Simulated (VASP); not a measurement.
LiCl:

```
Li Cl
1.0
     0.00000    2.55604    2.55604
     2.54326    0.00000    2.55604
     2.54326    2.55604    0.00000
Li Cl
1 1
Direct
  0.00000 0.00000 0.00000
  0.50000 0.50000 0.50000
```

This cell differs from its parent crystal: uniaxial x strain -0.5%.

Base run:

* Program: VASP 6.6.1
* Functional: r2SCAN
* Potentials or basis: VASP PAW PBE potentials, release 64 (Li_sv, Cl)
* Cutoff: 520 eV
* k mesh: 8 × 8 × 8
* Occupations: gaussian, width 0.01 eV
* Spin: no spin polarisation

Its results: band gap on the k mesh 7.39 eV, direct.

Question: The run is repeated on the same cell with these changes: functional from r2SCAN to PBE; k mesh from 8 × 8 × 8 to 6 × 6 × 6. What comes out?

Answer: Band gap on the k mesh 6.42 eV, direct.

Several settings changed at once, so the effect can't be laid on one alone.

A k mesh can miss the band edges.
